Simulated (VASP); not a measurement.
# WC (P-6m2) in VASP: notebook

WC is run at these levels: PBEsol; tasks: single point, relaxation of cell and atoms.

All numbers are computed with VASP 6.6.1; they aren't measurements. Logs are shortened: lines on timing, memory, paths and dates and some standing lists are left out, and cuts for length are marked.

**1. The cell of the first run**

It takes space group P-6m2 (No. 187, hexagonal). Conventional cell: a = 2.901 Å, b = 2.901 Å, c = 2.830 Å, α = 90.00°, β = 90.00°, γ = 120.00°. W (site symmetry -6m2) has 6 C at 2.19 Å and 2 W at 2.83 Å within 2.9 Å. Within 2.9 Å of C (site symmetry -6m2) lie 6 W at 2.19 Å and 2 C at 2.83 Å.

**2. Single point, PBEsol**

The input, INCAR:

```
PREC = Accurate
ENCUT = 520
EDIFF = 1E-6
ISMEAR = 0
SIGMA = 0.1
LREAL = False
LASPH = True
NELM = 60
ALGO = Normal
ISIF = 2
LWAVE = False
LCHARG = False
GGA = PS
NBANDS = 16
```

The input, KPOINTS:

```
regular mesh
0
Gamma
  18 18 14
```

The input, POSCAR:

```
WC
1.0
    2.9010143927      0.0000000000      0.0000000000
   -1.4505071963      2.5123521609      0.0000000000
    0.0000000000      0.0000000000      2.8296654398
W C
1 1
Direct
    0.0000000000      0.0000000000      0.0000000000
    0.6666666667      0.3333333333      0.5000000000
```

Potentials or basis: VASP PAW PBE potentials, release 64 (W_sv, C).

Command:

```
$ cat potpaw_PBE.64/W_sv/POTCAR potpaw_PBE.64/C/POTCAR > POTCAR
$ mpirun -np 1 vasp_std > vasp.out
```

OUTCAR:

```text
PREC = Accurate
   ENCUT = 520
   EDIFF = 1E-6
   ISMEAR = 0
   LREAL = False
   LASPH = True
   NELM = 60
   ISIF = 2
   GGA = PS

 ion  position               nearest neighbor table
   1  0.000  0.000  0.000-   2 2.19   2 2.19   2 2.19   2 2.19   2 2.19   2 2.19
   2  0.667  0.333  0.500-   1 2.19   1 2.19   1 2.19   1 2.19   1 2.19   1 2.19

  LATTYP: Found a hexagonal cell.
 ALAT       =     2.9010143927
 C/A-ratio  =     0.9754055157

  Lattice vectors:

 A1 = (   2.9010143927,   0.0000000000,   0.0000000000)
 A2 = (  -1.4505071963,   2.5123521609,   0.0000000000)
 A3 = (   0.0000000000,   0.0000000000,   2.8296654398)

Analysis of symmetry for initial positions (statically):
=====================================================================
 Subroutine PRICEL returns:
 Original cell was already a primitive cell.

 Routine SETGRP: Setting up the symmetry group for a
 hexagonal supercell.

 Subroutine GETGRP returns: Found 12 space group operations
 (whereof 12 operations were pure point group operations)
 out of a pool of 24 trial point group operations.

The static configuration has the point symmetry D_3h.

Analysis of symmetry for dynamics (positions and initial velocities):
=====================================================================
 Subroutine PRICEL returns:
 Original cell was already a primitive cell.

 Routine SETGRP: Setting up the symmetry group for a
 hexagonal supercell.

 Subroutine GETGRP returns: Found 12 space group operations
 (whereof 12 operations were pure point group operations)
 out of a pool of 24 trial point group operations.

The dynamic configuration has the point symmetry D_3h.

 Subroutine INISYM returns: Found 12 space group operations
 (whereof 12 operations are pure point group operations),
 and found     1 'primitive' translations

----------------------------------------------------------------------------------------

                                     Primitive cell

  volume of cell :      20.6236

  direct lattice vectors                    reciprocal lattice vectors
     2.901014393  0.000000000  0.000000000     0.344707011  0.199016686  0.000000000
    -1.450507196  2.512352161  0.000000000     0.000000000  0.398033371  0.000000000
     0.000000000  0.000000000  2.829665440     0.000000000  0.000000000  0.353398669

  length of vectors
     2.901014393  2.901014393  2.829665440     0.398033371  0.398033371  0.353398669

  position of ions in fractional coordinates (direct lattice)
     0.000000000  0.000000000  0.000000000
     0.666666667  0.333333333  0.500000000

  ion indices of the primitive-cell ions
   primitive index   ion index
                 1           1
                 2           2

----------------------------------------------------------------------------------------

 KPOINTS: regular mesh

Automatic generation of k-mesh.
 Grid dimensions read from file:
 generate k-points for:   18   18   14

 Generating k-lattice:

  Cartesian coordinates                     Fractional coordinates (reciprocal lattice)
     0.019150389  0.011056483  0.000000000     0.055555556 -0.000000000  0.000000000
     0.000000000  0.022112965  0.000000000     0.000000000  0.055555556  0.000000000
     0.000000000  0.000000000  0.025242762     0.000000000  0.000000000  0.071428571

  Length of vectors
     0.022112965  0.022112965  0.025242762

  Shift w.r.t. Gamma in fractional coordinates (k-lattice)
     0.000000000  0.000000000  0.000000000

 Subroutine IBZKPT returns following result:
 ===========================================

 Found    296 irreducible k-points:

 Following reciprocal coordinates:
            Coordinates               Weight
  0.000000  0.000000  0.000000      1.000000
  0.055556  0.000000  0.000000      6.000000
  0.111111  0.000000  0.000000      6.000000
  0.166667  0.000000  0.000000      6.000000
  0.222222  0.000000  0.000000      6.000000
  0.277778  0.000000  0.000000      6.000000
[... 16 lines left out ...]
  0.333333  0.111111  0.000000     12.000000
  0.388889  0.111111  0.000000     12.000000
 [... further k-points ...]
   k-points           NKPTS =    296   k-points in BZ     NKDIM =    296   number of bands    NBANDS=     16
   number of dos      NEDOS =    301   number of ions     NIONS =      2
   total plane-waves  NPLWV =  13824
   dimension x,y,z NGX =    24 NGY =   24 NGZ =   24
   dimension x,y,z NGXF=    48 NGYF=   48 NGZF=   48
   ions per type =               1   1
   NGX,Y,Z   is equivalent  to a cutoff of  13.75, 13.75, 14.10 a.u.
   NGXF,Y,Z  is equivalent  to a cutoff of  27.51, 27.51, 28.20 a.u.
 SYSTEM =  unknown system
   PREC   = accura    normal or accurate (medium, high low for compatibility)
   ISTART =      0    job   : 0-new  1-cont  2-samecut
   ICHARG =      2    charge: 1-file 2-atom 10-const
   ISPIN  =      1    spin polarized calculation?
   LNONCOLLINEAR =      F non collinear calculations
   LSORBIT =      F    spin-orbit coupling
   LASPH  =      T    aspherical Exc in radial PAW
   ENCUT  =  520.0 eV  38.22 Ry    6.18 a.u.   5.39  5.39  5.26*2*pi/ulx,y,z
   NELM   =     60;   NELMIN=  2; NELMDL= -5     # of ELM steps
   EDIFF  = 0.1E-05   stopping-criterion for ELM
   LREAL  =      F    real-space projection
   EDIFFG = 0.1E-04   stopping-criterion for IOM
   NSW    =      0    number of steps for IOM
   IBRION =     -1    ionic relax: 0-MD 1-quasi-New 2-CG
   NFREE  =      0    steps in history (QN), initial steepest desc. (CG)
   ISIF   =      2    stress and relaxation
   ISYM   =      2    0-nonsym 1-usesym 2-fastsym
   POTIM  = 0.5000    time-step for ionic-motion
   TEBEG  =    0.0;   TEEND  =   0.0 temperature during run
   PSTRESS=    0.0 pullay stress
   NELECT =      18.0000    total number of electrons
   NUPDOWN=      -1.0000    fix difference up-down
   EMIN   =  10.00;   EMAX   =-10.00  energy-range for DOS
   EFERMI =   0.00;   METHOD = LEGACY
   ISMEAR =     0;   SIGMA  =   0.10  broadening in eV -4-tet -1-fermi 0-gaus
   EFERMI_NEDOS =   21; number of points for ismear=-14 and -15
   IALGO  =     38    algorithm
   IMIX   =      4    mixing-type and parameters
     AMIX     =   0.40;   BMIX     =  1.00
     AMIX_MAG =   1.60;   BMIX_MAG =  1.00
  volume/ion in A,a.u.               =      10.31        69.59
  Fermi-wavevector in a.u.,A,eV,Ry     =   1.564506  2.956487 33.302685  2.447678
  Thomas-Fermi vector in A             =   2.667120
   LORBIT       =      0    0 simple, 1 ext, 2 COOP (PROOUT), +10 PAW based schemes
   GGA     = PS    functional components
   LHFCALC =     F    Hartree Fock is set to
   AEXX    =    0.0000 exact exchange contribution
   IVDW    =     0    specifies the selected vdW correction
   LEPSILON=     F    determine dielectric tensor
   LRPA    =     F    only Hartree local field effects (RPA)
 non-spin polarized calculation
 Gauss-broadening in eV      SIGMA  =   0.10
  energy-cutoff  :      520.00
  volume of cell :       20.62
 maximum number of plane-waves:       580
 NGX is ok and might be reduce to    24
   NGX = 11   NGY = 11   NGZ = 11

 number of electron      18.0000001 magnetization

 Free energy of the ion-electron system (eV)
  ---------------------------------------------------
  ext. energy  EPLUGINS =         0.00000000
  ---------------------------------------------------
  free energy    TOTEN  =       -23.90096082 eV

  energy without entropy =      -23.89968553  energy(sigma->0) =      -23.90032318

 E-fermi :  11.0177     XC(G=0): -13.9622

 val. band max:       10.9801798711   @ k =   0.0556   0.0000   0.2143
 cond. band min:      11.0362877320   @ k =   0.4444   0.0000   0.5000
 fundamental gap:      0.0561078609
 Fermi energy:        11.0177178074

 k-point     1 :       0.0000    0.0000    0.0000
  band No.  band energies     occupation
      1     -62.9008      2.00000
      2     -26.8857      2.00000
      3     -26.7830      2.00000
      4     -26.7830      2.00000
      5      -3.4547      2.00000
      6       6.6557      2.00000
[... 8 lines left out ...]
     15      25.3881      0.00000
     16      27.7779      0.00000

 k-point     2 :       0.0556    0.0000    0.0000
  band No.  band energies     occupation
      1     -62.8990      2.00000
      2     -26.8823      2.00000
      3     -26.8098      2.00000
      4     -26.7891      2.00000
      5      -3.3718      2.00000
      6       6.6868      2.00000
[... 8 lines left out ...]
     15      25.1940      0.00000
     16      27.9522      0.00000

 k-point     3 :       0.1111    0.0000    0.0000
  band No.  band energies     occupation
      1     -62.8938      2.00000
      2     -26.8862      2.00000
      3     -26.8724      2.00000
      4     -26.8064      2.00000
      5      -3.1298      2.00000
      6       6.6629      2.00000
[... 8 lines left out ...]
     15      24.8721      0.00000
     16      28.4543      0.00000

 k-point     4 :       0.1667    0.0000    0.0000
  band No.  band energies     occupation
      1     -62.8857      2.00000
      2     -27.0016      2.00000
      3     -26.8572      2.00000
      4     -26.8328      2.00000
      5      -2.7477      2.00000
      6       6.2949      2.00000
[... 8 lines left out ...]
     15      24.6998      0.00000
     16      29.2285      0.00000

 k-point     5 :       0.2222    0.0000    0.0000
  band No.  band energies     occupation
      1     -62.8759      2.00000
      2     -27.1406      2.00000
      3     -26.8650      2.00000
      4     -26.8385      2.00000
      5      -2.2556      2.00000
      6       5.7451      2.00000
[... 8 lines left out ...]
     15      24.8381      0.00000
     16      29.3809      0.00000

 k-point     6 :       0.2778    0.0000    0.0000
  band No.  band energies     occupation
      1     -62.8654      2.00000
      2     -27.2855      2.00000
      3     -26.8990      2.00000
      4     -26.8186      2.00000
      5      -1.6940      2.00000
      6       5.1924      2.00000
[... 8 lines left out ...]
     15      25.3838      0.00000
     16      28.9172      0.00000

 k-point     7 :       0.3333    0.0000    0.0000
  band No.  band energies     occupation
      1     -62.8556      2.00000
      2     -27.4190      2.00000
      3     -26.9308      2.00000
      4     -26.7997      2.00000
      5      -1.1151      2.00000
      6       4.7023      2.00000
[... 8 lines left out ...]
     15      25.9912      0.00000
     16      27.7681      0.00000

 k-point     8 :       0.3889   -0.0000    0.0000
  band No.  band energies     occupation
      1     -62.8476      2.00000
      2     -27.5260      2.00000
      3     -26.9566      2.00000
      4     -26.7844      2.00000
      5      -0.5882      2.00000
      6       4.3098      2.00000
[... 8 lines left out ...]
     15      25.2803      0.00000
     16      28.0617      0.00000

 k-point     9 :       0.4444    0.0000    0.0000
  band No.  band energies     occupation
      1     -62.8423      2.00000
      2     -27.5950      2.00000
      3     -26.9733      2.00000
      4     -26.7743      2.00000
      5      -0.2039      2.00000
      6       4.0470      2.00000
[... 8 lines left out ...]
     15      24.2757      0.00000
     16      28.8526      0.00000
[... 172 lines left out ...]
 k-point    19 :       0.1111    0.1111    0.0000
  band No.  band energies     occupation
      1     -62.8814      2.00000
      2     -27.0555      2.00000
      3     -26.8567      2.00000
      4     -26.8488      2.00000
      5      -2.5275      2.00000
      6       6.0741      2.00000
[... 8 lines left out ...]
     15      24.7298      0.00000
     16      29.3051      0.00000

 k-point    20 :       0.1667    0.1111    0.0000
  band No.  band energies     occupation
      1     -62.8721      2.00000
      2     -27.1754      2.00000
      3     -26.8971      2.00000
      4     -26.8312      2.00000
      5      -2.0489      2.00000
      6       5.5903      2.00000
[... 8 lines left out ...]
     15      24.9580      0.00000
     16      29.2482      0.00000

 k-point    21 :       0.2222    0.1111    0.0000
  band No.  band energies     occupation
      1     -62.8622      2.00000
      2     -27.3002      2.00000
      3     -26.9404      2.00000
      4     -26.8124      2.00000
      5      -1.4991      2.00000
      6       5.1088      2.00000
[... 8 lines left out ...]
     15      25.5171      0.00000
     16      28.6908      0.00000

 k-point    22 :       0.2778    0.1111    0.0000
  band No.  band energies     occupation
      1     -62.8530      2.00000
      2     -27.4153      2.00000
      3     -26.9811      2.00000
      4     -26.7948      2.00000
      5      -0.9290      2.00000
      6       4.6810      2.00000
[... 8 lines left out ...]
     15      26.1806      0.00000
     16      27.6529      0.00000

 k-point    23 :       0.3333    0.1111    0.0000
  band No.  band energies     occupation
      1     -62.8454      2.00000
      2     -27.5077      2.00000
      3     -27.0141      2.00000
      4     -26.7803      2.00000
      5      -0.4076      2.00000
      6       4.3392      2.00000
[... 8 lines left out ...]
     15      25.7193      0.00000
     16      27.8840      0.00000

 k-point    24 :       0.3889    0.1111    0.0000
  band No.  band energies     occupation
      1     -62.8405      2.00000
      2     -27.5674      2.00000
      3     -27.0356      2.00000
      4     -26.7708      2.00000
      5      -0.0266      2.00000
      6       4.1115      2.00000
[... 8 lines left out ...]
     15      24.8642      0.00000
     16      28.5895      0.00000

 [... further k-points ...]

------------------------ aborting loop because EDIFF is reached ----------------------------------------

  FORCE on cell =-STRESS in cart. coord.  units (eV):
  Direction    XX          YY          ZZ          XY          YZ          ZX
  --------------------------------------------------------------------------------------
  -------------------------------------------------------------------------------------
  Total        0.0175004      0.0175004      0.0631185      0.0000000      0.0000000     -0.0000000
  in kB        1.3595453      1.3595453      4.9034465      0.0000000      0.0000000     -0.0000000
  external PRESSURE =       2.5408457 kB  Pullay stress =       0.0000000 kB

 VOLUME and BASIS-vectors are now :
 -----------------------------------------------------------------------------
  energy-cutoff  :      520.00
  volume of cell :       20.62
      direct lattice vectors                 reciprocal lattice vectors
     2.901014393  0.000000000  0.000000000     0.344707011  0.199016686  0.000000000
    -1.450507196  2.512352161  0.000000000     0.000000000  0.398033371  0.000000000
     0.000000000  0.000000000  2.829665440     0.000000000  0.000000000  0.353398669

 POSITION                                       TOTAL-FORCE (eV/Angst)
 -----------------------------------------------------------------------------------
      0.00000      0.00000      0.00000        -0.000000     -0.000000      0.000000
      1.45051      0.83745      1.41483         0.000000      0.000000      0.000000
 -----------------------------------------------------------------------------------
    total drift:                                0.000000     -0.000000      0.000000

  FREE ENERGIE OF THE ION-ELECTRON SYSTEM (eV)
  ---------------------------------------------------
  free  energy   TOTEN  =       -23.9009608213 eV

  energy  without entropy=      -23.8996855313  energy(sigma->0) =      -23.90032318
```

Wall time 23 s (1 thread of Intel Xeon 6975P-C (Granite Rapids), shared host); peak memory 0.22 GiB.

Results:

```yaml
Free_energy: -23.9010 eV
Pressure: 0.3 GPa
Band_gap_on_the_k_mesh: zero (band 9 reaches 11.65 eV, above the bottom of band 10 at 10.42 eV)
```

Stress tensor (GPa, compression positive):
```
0.14 0.00 0.00
0.00 0.14 0.00
0.00 0.00 0.49
```

Levels at points of the mesh, in eV from the Fermi level:
```csv
k point,band 5,band 6,band 7,band 8,band 9,band 10,band 11,band 12,band 13,band 14
"(0.00, 0.00, 0.00)",-14.47,-4.36,-3.36,-3.36,0.13,3.26,3.26,5.70,5.70,6.45
"(0.50, 0.00, 0.00)",-11.08,-7.07,-3.63,-3.62,-0.44,2.36,4.57,4.95,6.92,9.73
"(0.00, 0.00, 0.50)",-10.36,-8.71,-2.02,-2.02,-0.60,-0.60,3.73,4.55,4.55,10.01
"(0.50, 0.00, 0.50)",-11.29,-6.50,-4.35,-4.19,0.31,4.48,5.38,6.72,9.29,10.20
```

Caveat: the PAW data sets were made with another functional, which shifts forces and pressure a little; spin-orbit coupling is left out, which moves the levels of the heavy elements.

(Continued in part 2 of 4.)
